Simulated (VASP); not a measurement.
W2Se3, 10 atoms in the cell. The cell holds a slab with vacuum, 10 atoms: a = 3.271 Å, b = 3.271 Å, c = 45.586 Å, α = 90.00°, β = 90.00°, γ = 120.00°. 

* Program: VASP 6.6.1
* Task: single point
* Functional: PBEsol
* Potentials or basis: VASP PAW PBE potentials, release 64 (W_sv, Se)
* Cutoff: 520 eV
* k mesh: 9 × 9 × 1
* Occupations: gaussian, width 0.05 eV
* Spin: no spin polarisation
* Dipole correction: yes
* Further INCAR settings: ALGO = Normal; EDIFF = 1e-06; NBANDS = 57

Potentials or basis: VASP PAW PBE potentials, release 64 (W_sv, Se).

Launch:

```sh
$ cat potpaw_PBE.64/W_sv/POTCAR potpaw_PBE.64/Se/POTCAR > POTCAR
$ mpirun -np 1 vasp_std > vasp.out
```

Hardware: 1 thread of Intel(R) Xeon(R) 6975P-C (Granite Rapids), with other jobs on the host.

**Question.** How long does it take, and how much memory?

**Answer.** Run time: 5.1 min on 1 thread of Intel(R) Xeon(R) 6975P-C (Granite Rapids), with other jobs on the host, peak memory 0.59 GiB. Counts: scf iterations 24, k points 12.
